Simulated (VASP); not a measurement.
# Cd3I2 (P-6m2) in VASP: notebook

Runs on Cd3I2. Level: PBE. Tasks: single point, relaxation of cell and atoms.

Program: VASP 6.6.1. These are calculated values, not measurements. Logs are shortened: lines on timing, memory, paths and dates and some standing lists are left out, and cuts for length are marked.

## Step 1: The cell of the first run

It takes space group P-6m2 (No. 187, hexagonal). The conventional cell has a = 5.886 Å, b = 5.886 Å, c = 9.149 Å, α = 90.00°, β = 90.00°, γ = 120.00°. Within 3.8 Å of Cd (site symmetry mm2) lie 4 Cd at 2.85 to 3.04 Å and 2 I at 3.11 Å. I (site symmetry 3m) has 3 Cd at 3.11 Å and 1 I at 4.02 Å within 4.1 Å.

The cell was generated, and may not be a known phase.

## Step 2: Single point, PBE

INCAR reads:

```
ALGO = Fast
EDIFF = 1E-6
ENCUT = 520
GGA = PE
ISIF = 2
ISMEAR = 0
LASPH = T
LCHARG = F
LREAL = F
LWAVE = F
NBANDS = 33
NELM = 100
PREC = Accurate
SIGMA = 0.1
```

KPOINTS reads:

```
k-points
0
Gamma
  3 3 4
```

POSCAR reads:

```
Cd3I2
1.0
    5.8859022230      0.0000000000      0.0000000000
   -2.9429511115      5.0973408493      0.0000000000
    0.0000000000      0.0000000000      9.1494132804
Cd I
3 2
Direct
    0.1612841040      0.3225682080      0.0000000000
    0.1612841040      0.8387158960      0.0000000000
    0.6774317920      0.8387158960      0.0000000000
    0.3333333333      0.6666666667      0.2803848207
    0.3333333333      0.6666666667      0.7196151793
```

Potentials or basis: VASP PAW PBE potentials, release 64 (Cd, I).

Command:

```console
$ cat potpaw_PBE.64/Cd/POTCAR potpaw_PBE.64/I/POTCAR > POTCAR
$ mpirun -np 1 vasp_std > vasp.out
```

OUTCAR:

```text
EDIFF = 1E-6
   ENCUT = 520
   GGA = PE
   ISIF = 2
   ISMEAR = 0
   LASPH = T
   LREAL = F
   NELM = 100
   PREC = Accurate

 ion  position               nearest neighbor table
   1  0.161  0.323  0.000-   2 2.85   3 2.85   3 3.04   2 3.04   4 3.11   5 3.11
   2  0.161  0.839  0.000-   1 2.85   3 2.85   1 3.04   3 3.04   5 3.11   4 3.11
   3  0.677  0.839  0.000-   1 2.85   2 2.85   1 3.04   2 3.04   4 3.11   5 3.11
   4  0.333  0.667  0.280-   2 3.11   1 3.11   3 3.11
   5  0.333  0.667  0.720-   2 3.11   1 3.11   3 3.11

  LATTYP: Found a hexagonal cell.
 ALAT       =     5.8859022230
 C/A-ratio  =     1.5544623294

  Lattice vectors:

 A1 = (   5.8859022230,   0.0000000000,   0.0000000000)
 A2 = (  -2.9429511115,   5.0973408493,   0.0000000000)
 A3 = (   0.0000000000,   0.0000000000,   9.1494132804)

Analysis of symmetry for initial positions (statically):
=====================================================================
 Subroutine PRICEL returns:
 Original cell was already a primitive cell.

 Routine SETGRP: Setting up the symmetry group for a
 hexagonal supercell.

 Subroutine GETGRP returns: Found 12 space group operations
 (whereof 12 operations were pure point group operations)
 out of a pool of 24 trial point group operations.

The static configuration has the point symmetry D_3h.

Analysis of symmetry for dynamics (positions and initial velocities):
=====================================================================
 Subroutine PRICEL returns:
 Original cell was already a primitive cell.

 Routine SETGRP: Setting up the symmetry group for a
 hexagonal supercell.

 Subroutine GETGRP returns: Found 12 space group operations
 (whereof 12 operations were pure point group operations)
 out of a pool of 24 trial point group operations.

The dynamic configuration has the point symmetry D_3h.

 Subroutine INISYM returns: Found 12 space group operations
 (whereof 12 operations are pure point group operations),
 and found     1 'primitive' translations

----------------------------------------------------------------------------------------

                                     Primitive cell

  volume of cell :     274.5048

  direct lattice vectors                    reciprocal lattice vectors
     5.885902223  0.000000000  0.000000000     0.169897488  0.098090360  0.000000000
    -2.942951112  5.097340849  0.000000000     0.000000000  0.196180720  0.000000000
     0.000000000  0.000000000  9.149413280     0.000000000  0.000000000  0.109296626

  length of vectors
     5.885902223  5.885902223  9.149413280     0.196180720  0.196180720  0.109296626

  position of ions in fractional coordinates (direct lattice)
     0.161284104  0.322568208  0.000000000
     0.161284104  0.838715896  0.000000000
     0.677431792  0.838715896  0.000000000
     0.333333333  0.666666667  0.280384821
     0.333333333  0.666666667  0.719615179

  ion indices of the primitive-cell ions
   primitive index   ion index
                 1           1
                 2           2
                 3           3
                 4           4
                 5           5

----------------------------------------------------------------------------------------

 KPOINTS: k-points

Automatic generation of k-mesh.
 Grid dimensions read from file:
 generate k-points for:    3    3    4

 Generating k-lattice:

  Cartesian coordinates                     Fractional coordinates (reciprocal lattice)
     0.056632496  0.032696787  0.000000000     0.333333333 -0.000000000  0.000000000
     0.000000000  0.065393573  0.000000000     0.000000000  0.333333333  0.000000000
     0.000000000  0.000000000  0.027324156     0.000000000  0.000000000  0.250000000

  Length of vectors
     0.065393573  0.065393573  0.027324156

  Shift w.r.t. Gamma in fractional coordinates (k-lattice)
     0.000000000  0.000000000  0.000000000

 Subroutine IBZKPT returns following result:
 ===========================================

 Found      9 irreducible k-points:

 Following reciprocal coordinates:
            Coordinates               Weight
  0.000000  0.000000  0.000000      1.000000
  0.333333  0.000000  0.000000      6.000000
  0.333333  0.333333  0.000000      2.000000
  0.000000  0.000000  0.250000      2.000000
  0.333333  0.000000  0.250000     12.000000
  0.333333  0.333333  0.250000      4.000000
  0.000000  0.000000  0.500000      1.000000
  0.333333  0.000000  0.500000      6.000000
  0.333333  0.333333  0.500000      2.000000
   k-points           NKPTS =      9   k-points in BZ     NKDIM =      9   number of bands    NBANDS=     33
   number of dos      NEDOS =    301   number of ions     NIONS =      5
   total plane-waves  NPLWV = 161280
   dimension x,y,z NGX =    48 NGY =   48 NGZ =   70
   dimension x,y,z NGXF=    96 NGYF=   96 NGZF=  140
   ions per type =               3   2
   NGX,Y,Z   is equivalent  to a cutoff of  13.56, 13.56, 12.72 a.u.
   NGXF,Y,Z  is equivalent  to a cutoff of  27.11, 27.11, 25.44 a.u.
 SYSTEM =  unknown system
   PREC   = accura    normal or accurate (medium, high low for compatibility)
   ISTART =      0    job   : 0-new  1-cont  2-samecut
   ICHARG =      2    charge: 1-file 2-atom 10-const
   ISPIN  =      1    spin polarized calculation?
   LNONCOLLINEAR =      F non collinear calculations
   LSORBIT =      F    spin-orbit coupling
   LASPH  =      T    aspherical Exc in radial PAW
   ENCUT  =  520.0 eV  38.22 Ry    6.18 a.u.  10.94 10.94 17.01*2*pi/ulx,y,z
   NELM   =    100;   NELMIN=  2; NELMDL= -5     # of ELM steps
   EDIFF  = 0.1E-05   stopping-criterion for ELM
   LREAL  =      F    real-space projection
[... 7 lines left out ...]
   TEBEG  =    0.0;   TEEND  =   0.0 temperature during run
   PSTRESS=    0.0 pullay stress
   NELECT =      50.0000    total number of electrons
   NUPDOWN=      -1.0000    fix difference up-down
   EMIN   =  10.00;   EMAX   =-10.00  energy-range for DOS
   EFERMI =   0.00;   METHOD = LEGACY
   ISMEAR =     0;   SIGMA  =   0.10  broadening in eV -4-tet -1-fermi 0-gaus
   EFERMI_NEDOS =   21; number of points for ismear=-14 and -15
   IALGO  =     68    algorithm
   IMIX   =      4    mixing-type and parameters
     AMIX     =   0.40;   BMIX     =  1.00
     AMIX_MAG =   1.60;   BMIX_MAG =  1.00
  volume/ion in A,a.u.               =      54.90       370.49
  Fermi-wavevector in a.u.,A,eV,Ry     =   0.928000  1.753667 11.717131  0.861185
  Thomas-Fermi vector in A             =   2.054130
   LORBIT       =      0    0 simple, 1 ext, 2 COOP (PROOUT), +10 PAW based schemes
   GGA     = PE    functional components
   LHFCALC =     F    Hartree Fock is set to
   AEXX    =    0.0000 exact exchange contribution
   IVDW    =     0    specifies the selected vdW correction
   LEPSILON=     F    determine dielectric tensor
   LRPA    =     F    only Hartree local field effects (RPA)
 non-spin polarized calculation
 RMM-DIIS sequential band-by-band and
 Gauss-broadening in eV      SIGMA  =   0.10
  energy-cutoff  :      520.00
  volume of cell :      274.50
 maximum number of plane-waves:      7407
 NGX is ok and might be reduce to    48
   NGX = 21   NGY = 21   NGZ = 35

 number of electron      50.0000006 magnetization

 Free energy of the ion-electron system (eV)
  ---------------------------------------------------
  ext. energy  EPLUGINS =         0.00000000
  ---------------------------------------------------
  free energy    TOTEN  =        -5.43797609 eV

  energy without entropy =       -5.43037750  energy(sigma->0) =       -5.43417679

 E-fermi :  -0.2612     XC(G=0):  -6.3241

 val. band max:       -0.2677415801   @ k =   0.3333   0.3333   0.2500
 cond. band min:       0.0711476942   @ k =   0.3333   0.0000   0.0000
 fundamental gap:      0.3388892742
 Fermi energy:        -0.2612085158

 k-point     1 :       0.0000    0.0000    0.0000
  band No.  band energies     occupation
      1     -13.0681      2.00000
      2     -12.9143      2.00000
      3     -10.2468      2.00000
      4      -9.8789      2.00000
      5      -9.8789      2.00000
      6      -9.5972      2.00000
[... 25 lines left out ...]
     32       4.9491      0.00000
     33       4.9492      0.00000

 k-point     2 :       0.3333    0.0000    0.0000
  band No.  band energies     occupation
      1     -13.0532      2.00000
      2     -12.9064      2.00000
      3     -10.0160      2.00000
      4      -9.7745      2.00000
      5      -9.5847      2.00000
      6      -9.5017      2.00000
[... 25 lines left out ...]
     32       4.6181      0.00000
     33       5.1786      0.00000

 k-point     3 :       0.3333    0.3333    0.0000
  band No.  band energies     occupation
      1     -13.0457      2.00000
      2     -12.9024      2.00000
      3      -9.7097      2.00000
      4      -9.6976      2.00000
      5      -9.5615      2.00000
      6      -9.4071      2.00000
[... 25 lines left out ...]
     32       5.0726      0.00000
     33       5.4362      0.00000

 k-point     4 :       0.0000    0.0000    0.2500
  band No.  band energies     occupation
      1     -13.0491      2.00000
      2     -12.9349      2.00000
      3     -10.2455      2.00000
      4      -9.8789      2.00000
      5      -9.8789      2.00000
      6      -9.6061      2.00000
[... 25 lines left out ...]
     32       4.7988      0.00000
     33       4.8012      0.00000

 k-point     5 :       0.3333    0.0000    0.2500
  band No.  band energies     occupation
      1     -13.0359      2.00000
      2     -12.9248      2.00000
      3     -10.0154      2.00000
      4      -9.7743      2.00000
      5      -9.5847      2.00000
      6      -9.5071      2.00000
[... 25 lines left out ...]
     32       4.9694      0.00000
     33       4.9756      0.00000

 k-point     6 :       0.3333    0.3333    0.2500
  band No.  band energies     occupation
      1     -13.0295      2.00000
      2     -12.9197      2.00000
      3      -9.7097      2.00000
      4      -9.6976      2.00000
      5      -9.5612      2.00000
      6      -9.4071      2.00000
[... 25 lines left out ...]
     32       4.7688      0.00000
     33       5.1418      0.00000

 k-point     7 :       0.0000    0.0000    0.5000
  band No.  band energies     occupation
      1     -13.0174      2.00000
      2     -12.9680      2.00000
      3     -10.2441      2.00000
      4      -9.8789      2.00000
      5      -9.8789      2.00000
      6      -9.6148      2.00000
[... 25 lines left out ...]
     32       4.6589      0.00000
     33       4.7507      0.00000

 k-point     8 :       0.3333    0.0000    0.5000
  band No.  band energies     occupation
      1     -13.0091      2.00000
      2     -12.9529      2.00000
      3     -10.0147      2.00000
      4      -9.7741      2.00000
      5      -9.5847      2.00000
      6      -9.5125      2.00000
[... 25 lines left out ...]
     32       4.7820      0.00000
     33       4.9503      0.00000

 k-point     9 :       0.3333    0.3333    0.5000
  band No.  band energies     occupation
      1     -13.0050      2.00000
      2     -12.9453      2.00000
      3      -9.7097      2.00000
      4      -9.6976      2.00000
      5      -9.5608      2.00000
      6      -9.4072      2.00000
[... 25 lines left out ...]
     32       4.4184      0.00000
     33       4.8718      0.00000

------------------------ aborting loop because EDIFF is reached ----------------------------------------

  FORCE on cell =-STRESS in cart. coord.  units (eV):
  Direction    XX          YY          ZZ          XY          YZ          ZX
  --------------------------------------------------------------------------------------
  -------------------------------------------------------------------------------------
  Total        0.1250845      0.1250845      0.1715043      0.0000000      0.0000000      0.0000000
  in kB        0.7300692      0.7300692      1.0010038      0.0000000      0.0000000      0.0000000
  external PRESSURE =       0.8203807 kB  Pullay stress =       0.0000000 kB

 VOLUME and BASIS-vectors are now :
 -----------------------------------------------------------------------------
  energy-cutoff  :      520.00
  volume of cell :      274.50
      direct lattice vectors                 reciprocal lattice vectors
     5.885902223  0.000000000  0.000000000     0.169897488  0.098090360  0.000000000
    -2.942951112  5.097340849  0.000000000     0.000000000  0.196180720  0.000000000
     0.000000000  0.000000000  9.149413280     0.000000000  0.000000000  0.109296626

 POSITION                                       TOTAL-FORCE (eV/Angst)
 -----------------------------------------------------------------------------------
      0.00000      1.64424      0.00000        -0.000000     -0.031984      0.000000
     -1.51900      4.27522      0.00000        -0.027699      0.015992     -0.000000
      1.51900      4.27522      0.00000         0.027699      0.015992     -0.000000
     -0.00000      3.39823      2.56536        -0.000000     -0.000000      0.034611
     -0.00000      3.39823      6.58406         0.000000     -0.000000     -0.034611
 -----------------------------------------------------------------------------------
    total drift:                                0.000000     -0.000000     -0.000000

  FREE ENERGIE OF THE ION-ELECTRON SYSTEM (eV)
  ---------------------------------------------------
  free  energy   TOTEN  =        -5.4379760916 eV

  energy  without entropy=       -5.4303774971  energy(sigma->0) =       -5.43417679
```

Run time: 3.6 min. Hardware: 1 thread of Oxide Virtual Turin-like, shared host; peak memory 0.39 GiB.

What came out:

```
Free energy            : -5.4380 eV
Pressure               : 0.1 GPa
Largest force          : 0.035 eV/Å
Band gap on the k mesh : zero (bands 25 and 26 overlap by 1.46 eV)
```

Forces in eV/Å, atoms in the order of the input:
```
Cd   0.000 -0.032  0.000
Cd  -0.028  0.016  0.000
Cd   0.028  0.016  0.000
I    0.000  0.000  0.035
I    0.000  0.000 -0.035
```

Caveat: the k points lie up to 0.41 Å⁻¹ apart, too coarse for converged energies and pressures of a metal; spin-orbit coupling is left out, which moves the levels of the heavy elements; this functional lacks dispersion, which binds layers or chains, so the pressure and a relaxed spacing across them are unreliable.

[end of part 1 of 2]

The gap in the log of VASP goes by the Fermi energy; the results here count the filled bands.